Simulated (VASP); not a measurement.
# Be (P6_3/mmc) in VASP: further runs

The runs below take Be through single point, with PBE.

Everything below comes from runs of VASP 6.6.1. Logs are shortened: lines on timing, memory, paths and dates and some standing lists are left out, and cuts for length are marked.

## 1. The cell of the first run

Symmetry: P6_3/mmc, No. 194, hexagonal system. The conventional cell has a = 1.780 Å, b = 1.780 Å, c = 2.871 Å, α = 90.00°, β = 90.00°, γ = 120.00°. Within 2.3 Å of Be (site symmetry -6m2) lie 12 Be at 1.77 to 1.78 Å.

## 2. Single point, PBE

INCAR reads:

```
SYSTEM = Be
PREC     = Accurate       ! precision mode
ENCUT    = 520            ! plane-wave cutoff, eV
EDIFF    = 1E-6           ! SCF threshold, eV
ISMEAR   = -1             ! smearing method
SIGMA    = 0.1            ! smearing width, eV
LREAL    = .False.        ! projectors in reciprocal space
LASPH    = .True.         ! aspherical terms in the spheres
NELM     = 60             ! most SCF steps
ALGO     = Normal         ! electronic algorithm
ISIF     = 2              ! what is computed and relaxed
LWAVE    = .False.        ! write WAVECAR
LCHARG   = .False.        ! write CHGCAR
GGA      = PE             ! functional
NBANDS   = 9              ! bands
```

KPOINTS reads:

```
regular mesh
0
Gamma
  25 25 13
  0 0 0
```

POSCAR reads:

```
Be
1.0
    1.7797871965      0.0000000000      0.0000000000
   -0.8898935983      1.5413409255      0.0000000000
    0.0000000000      0.0000000000      2.8712846915
Be
2
Direct
    0.3333333333      0.6666666667      0.2500000000
    0.6666666667      0.3333333333      0.7500000000
```

Potentials or basis: VASP PAW PBE potentials, release 64 (Be).

Run with:

```sh
> cat potpaw_PBE.64/Be/POTCAR > POTCAR
> mpirun -np 1 vasp_std > vasp.out
```

OUTCAR:

```text
SYSTEM = Be
   PREC = Accurate
   ENCUT = 520
   EDIFF = 1E-6
   ISMEAR = -1
   LREAL = .False.
   LASPH = .True.
   NELM = 60
   ISIF = 2
   GGA = PE

 ion  position               nearest neighbor table
   1  0.333  0.667  0.250-   2 1.77   2 1.77   2 1.77   2 1.77   2 1.77   2 1.77
   2  0.667  0.333  0.750-   1 1.77   1 1.77   1 1.77   1 1.77   1 1.77   1 1.77

  LATTYP: Found a hexagonal cell.
 ALAT       =     1.7797871965
 C/A-ratio  =     1.6132741584

  Lattice vectors:

 A1 = (   1.7797871965,   0.0000000000,   0.0000000000)
 A2 = (  -0.8898935983,   1.5413409255,   0.0000000000)
 A3 = (   0.0000000000,   0.0000000000,   2.8712846915)

Analysis of symmetry for initial positions (statically):
=====================================================================
 Subroutine PRICEL returns:
 Original cell was already a primitive cell.

 Routine SETGRP: Setting up the symmetry group for a
 hexagonal supercell.

 Subroutine GETGRP returns: Found 24 space group operations
 (whereof 12 operations were pure point group operations)
 out of a pool of 24 trial point group operations.

The static configuration has the point symmetry D_3d.
 The point group associated with its full space group is D_6h.

Analysis of symmetry for dynamics (positions and initial velocities):
=====================================================================
 Subroutine PRICEL returns:
 Original cell was already a primitive cell.

 Routine SETGRP: Setting up the symmetry group for a
 hexagonal supercell.

 Subroutine GETGRP returns: Found 24 space group operations
 (whereof 12 operations were pure point group operations)
 out of a pool of 24 trial point group operations.

The dynamic configuration has the point symmetry D_3d.
 The point group associated with its full space group is D_6h.

 Subroutine INISYM returns: Found 24 space group operations
 (whereof 12 operations are pure point group operations),
 and found     1 'primitive' translations

----------------------------------------------------------------------------------------

                                     Primitive cell

  volume of cell :       7.8767

  direct lattice vectors                    reciprocal lattice vectors
     1.779787197  0.000000000  0.000000000     0.561864925  0.324392866  0.000000000
    -0.889893598  1.541340925  0.000000000     0.000000000  0.648785732  0.000000000
     0.000000000  0.000000000  2.871284692     0.000000000  0.000000000  0.348276158

  length of vectors
     1.779787197  1.779787197  2.871284692     0.648785732  0.648785732  0.348276158

  position of ions in fractional coordinates (direct lattice)
     0.333333333  0.666666667  0.250000000
     0.666666667  0.333333333  0.750000000

  ion indices of the primitive-cell ions
   primitive index   ion index
                 1           1
                 2           2

----------------------------------------------------------------------------------------

 KPOINTS: regular mesh

Automatic generation of k-mesh.
 Grid dimensions read from file:
 generate k-points for:   25   25   13

 Generating k-lattice:

  Cartesian coordinates                     Fractional coordinates (reciprocal lattice)
     0.022474597  0.012975715  0.000000000     0.040000000  0.000000000  0.000000000
     0.000000000  0.025951429  0.000000000     0.000000000  0.040000000  0.000000000
     0.000000000  0.000000000  0.026790474     0.000000000  0.000000000  0.076923077

  Length of vectors
     0.025951429  0.025951429  0.026790474

  Shift w.r.t. Gamma in fractional coordinates (k-lattice)
     0.000000000  0.000000000  0.000000000

 Subroutine IBZKPT returns following result:
 ===========================================

 Found    455 irreducible k-points:

 Following reciprocal coordinates:
            Coordinates               Weight
  0.000000  0.000000  0.000000      1.000000
  0.040000  0.000000  0.000000      6.000000
  0.080000  0.000000  0.000000      6.000000
  0.120000  0.000000  0.000000      6.000000
  0.160000  0.000000  0.000000      6.000000
  0.200000 -0.000000  0.000000      6.000000
[... 16 lines left out ...]
  0.400000  0.040000  0.000000     12.000000
  0.440000  0.040000  0.000000     12.000000
 [... further k-points ...]
   k-points           NKPTS =    455   k-points in BZ     NKDIM =    455   number of bands    NBANDS=      9
   number of dos      NEDOS =    301   number of ions     NIONS =      2
   total plane-waves  NPLWV =   4704
   dimension x,y,z NGX =    14 NGY =   14 NGZ =   24
   dimension x,y,z NGXF=    28 NGYF=   28 NGZF=   48
   ions per type =               2
   NGX,Y,Z   is equivalent  to a cutoff of  13.08, 13.08, 13.90 a.u.
   NGXF,Y,Z  is equivalent  to a cutoff of  26.15, 26.15, 27.79 a.u.
 SYSTEM =  Be
   PREC   = accura    normal or accurate (medium, high low for compatibility)
   ISTART =      0    job   : 0-new  1-cont  2-samecut
   ICHARG =      2    charge: 1-file 2-atom 10-const
   ISPIN  =      1    spin polarized calculation?
   LNONCOLLINEAR =      F non collinear calculations
   LSORBIT =      F    spin-orbit coupling
   LASPH  =      T    aspherical Exc in radial PAW
   ENCUT  =  520.0 eV  38.22 Ry    6.18 a.u.   3.31  3.31  5.34*2*pi/ulx,y,z
   NELM   =     60;   NELMIN=  2; NELMDL= -5     # of ELM steps
   EDIFF  = 0.1E-05   stopping-criterion for ELM
   LREAL  =      F    real-space projection
   EDIFFG = 0.1E-04   stopping-criterion for IOM
   NSW    =      0    number of steps for IOM
   IBRION =     -1    ionic relax: 0-MD 1-quasi-New 2-CG
   NFREE  =      0    steps in history (QN), initial steepest desc. (CG)
   ISIF   =      2    stress and relaxation
   ISYM   =      2    0-nonsym 1-usesym 2-fastsym
   POTIM  = 0.5000    time-step for ionic-motion
   TEBEG  =    0.0;   TEEND  =   0.0 temperature during run
   PSTRESS=    0.0 pullay stress
   NELECT =       4.0000    total number of electrons
   NUPDOWN=      -1.0000    fix difference up-down
   EMIN   =  10.00;   EMAX   =-10.00  energy-range for DOS
   EFERMI =   0.00;   METHOD = LEGACY
   ISMEAR =    -1;   SIGMA  =   0.10  broadening in eV -4-tet -1-fermi 0-gaus
   EFERMI_NEDOS =   21; number of points for ismear=-14 and -15
   IALGO  =     38    algorithm
   IMIX   =      4    mixing-type and parameters
     AMIX     =   0.40;   BMIX     =  1.00
     AMIX_MAG =   1.60;   BMIX_MAG =  1.00
  volume/ion in A,a.u.               =       3.94        26.58
  Fermi-wavevector in a.u.,A,eV,Ry     =   1.306112  2.468194 23.210574  1.705929
  Thomas-Fermi vector in A             =   2.436936
   LORBIT       =      0    0 simple, 1 ext, 2 COOP (PROOUT), +10 PAW based schemes
   GGA     = PE    functional components
[... 5 lines left out ...]
 non-spin polarized calculation
  energy-cutoff  :      520.00
  volume of cell :        7.88
 maximum number of plane-waves:       233
 NGX is ok and might be reduce to    14
   NGX =  7   NGY =  7   NGZ = 11

 number of electron       4.0000000 magnetization

 Free energy of the ion-electron system (eV)
  ---------------------------------------------------
  ext. energy  EPLUGINS =         0.00000000
  ---------------------------------------------------
  free energy    TOTEN  =        -3.50756775 eV

  energy without entropy =       -3.50492874  energy(sigma->0) =       -3.50624825

 E-fermi :  14.3430     XC(G=0): -13.1497

 val. band max:       14.2508988914   @ k =   0.3600   0.2800   0.3077
 cond. band min:      14.3457635264   @ k =   0.3600   0.2800   0.3846
 fundamental gap:      0.0948646350
 Fermi energy:        14.3430140633

 k-point     1 :       0.0000    0.0000    0.0000
  band No.  band energies     occupation
      1      -0.7156      2.00000
      2       6.3025      2.00000
      3      18.5956      0.00000
      4      42.4258      0.00000
      5      42.4258      0.00000
      6      46.7580      0.00000
      7      46.7580      0.00000
      8      49.4552      0.00000
      9      56.5814      0.00000

 k-point     2 :       0.0400    0.0000    0.0000
  band No.  band energies     occupation
      1      -0.6650      2.00000
      2       6.4015      2.00000
      3      18.5576      0.00000
      4      41.7088      0.00000
      5      41.7617      0.00000
      6      46.8514      0.00000
      7      47.2337      0.00000
      8      49.3531      0.00000
      9      55.8304      0.00000

 k-point     3 :       0.0800    0.0000    0.0000
  band No.  band energies     occupation
      1      -0.5126      2.00000
      2       6.6985      2.00000
      3      18.4435      0.00000
      4      39.8751      0.00000
      5      40.3660      0.00000
      6      47.1191      0.00000
      7      47.9700      0.00000
      8      48.9846      0.00000
      9      53.7645      0.00000

 k-point     4 :       0.1200    0.0000    0.0000
  band No.  band energies     occupation
      1      -0.2569      2.00000
      2       7.1932      2.00000
      3      18.2516      0.00000
      4      37.4911      0.00000
      5      38.8090      0.00000
      6      47.4895      0.00000
      7      48.1473      0.00000
      8      48.2533      0.00000
      9      51.0589      0.00000
[... 205 lines left out ...]
 k-point    22 :       0.3600    0.0400    0.0000
  band No.  band energies     occupation
      1       4.0566      2.00000
      2      13.5394      1.99935
      3      15.2022      0.00037
      4      26.4836      0.00000
      5      30.3350      0.00000
      6      30.5861      0.00000
      7      35.6137      0.00000
      8      44.0279      0.00000
      9      49.8685      0.00000

 k-point    23 :       0.4000    0.0400    0.0000
  band No.  band energies     occupation
      1       5.0241      2.00000
      2      12.2592      2.00000
      3      17.0741      0.00000
      4      26.5209      0.00000
      5      27.5551      0.00000
      6      29.6476      0.00000
      7      34.4724      0.00000
      8      43.6392      0.00000
      9      49.4467      0.00000

 k-point    24 :       0.4400    0.0400    0.0000
  band No.  band energies     occupation
      1       5.8814      2.00000
      2      11.1781      2.00000
      3      18.9632      0.00000
      4      25.1156      0.00000
      5      26.8474      0.00000
      6      28.8022      0.00000
      7      33.7924      0.00000
      8      43.4025      0.00000
      9      49.1915      0.00000

 [... further k-points ...]
[... 5 lines left out ...]
  --------------------------------------------------------------------------------------
  -------------------------------------------------------------------------------------
  Total       13.3499138     13.3499138     13.3540816     -0.0000000      0.0000000      0.0000000
  in kB     2715.4761957   2715.4761957   2716.3239619     -0.0000001      0.0000000      0.0000000
  external PRESSURE =    2715.7587844 kB  Pullay stress =       0.0000000 kB

 VOLUME and BASIS-vectors are now :
 -----------------------------------------------------------------------------
  energy-cutoff  :      520.00
  volume of cell :        7.88
      direct lattice vectors                 reciprocal lattice vectors
     1.779787197  0.000000000  0.000000000     0.561864925  0.324392866  0.000000000
    -0.889893598  1.541340925  0.000000000     0.000000000  0.648785732  0.000000000
     0.000000000  0.000000000  2.871284692     0.000000000  0.000000000  0.348276158

 POSITION                                       TOTAL-FORCE (eV/Angst)
 -----------------------------------------------------------------------------------
     -0.00000      1.02756      0.71782        -0.000000      0.000000      0.000000
      0.88989      0.51378      2.15346         0.000000      0.000000      0.000000
 -----------------------------------------------------------------------------------
    total drift:                                0.000000     -0.000000      0.000000

  FREE ENERGIE OF THE ION-ELECTRON SYSTEM (eV)
  ---------------------------------------------------
  free  energy   TOTEN  =        -3.5075677471 eV

  energy  without entropy=       -3.5049287433  energy(sigma->0) =       -3.50624825
```

Wall time 8.1 s (1 thread of Intel Xeon 6975P-C (Granite Rapids), shared host); peak memory 0.13 GiB.

What came out:

- Free energy: -3.5076 eV
- Pressure: 271.6 GPa
- Band gap on the k mesh: zero (band 2 reaches 15.59 eV, above the bottom of band 3 at 13.12 eV)

## 3. Single point, PBE

INCAR reads:

```
PREC = Accurate ; ENCUT = 520
EDIFF = 1E-6 ; ISMEAR = -1
SIGMA = 0.1 ; LREAL = F
LASPH = T ; NELM = 60
ALGO = Normal ; ISIF = 2
LWAVE = F ; LCHARG = F
GGA = PE ; NBANDS = 9
```

KPOINTS reads:

```
Automatic mesh
0
Gamma
  25 25 13
```

POSCAR reads:

```
Be
1.0
    1.7792894014      0.0000000000      0.0000000000
   -0.8896447007      1.5409098223      0.0000000000
    0.0000000000      0.0000000000      2.8704643743
Be
2
Direct
    0.3333333333      0.6666666667      0.2500000000
    0.6666666667      0.3333333333      0.7500000000
```

Potentials or basis: VASP PAW PBE potentials, release 64 (Be).

Run with:

```sh
> cat potpaw_PBE.64/Be/POTCAR > POTCAR
> mpirun -np 1 vasp_std > vasp.out
```

Run time: 8.2 s. Hardware: 1 thread of Intel Xeon 6975P-C (Granite Rapids), shared host; peak memory 0.13 GiB.

Results (log left out):

| Quantity | Value |
| --- | --- |
| Free energy | -3.4963 eV |
| Pressure | 272.3 GPa |
| Band gap on the k mesh | zero (band 2 reaches 15.60 eV, above the bottom of band 3 at 13.13 eV) |

Stress tensor (GPa, compression positive):
```
272.25   0.00   0.00
  0.00 272.25   0.00
  0.00   0.00 272.37
```

Levels at points of the mesh, in eV from the Fermi level:
| k point | band 1 | band 2 | band 3 | band 4 | band 5 |
| --- | --- | --- | --- | --- | --- |
| (0.00, 0.00, 0.00) | -15.06 | -8.05 | 4.26 | 28.10 | 28.10 |
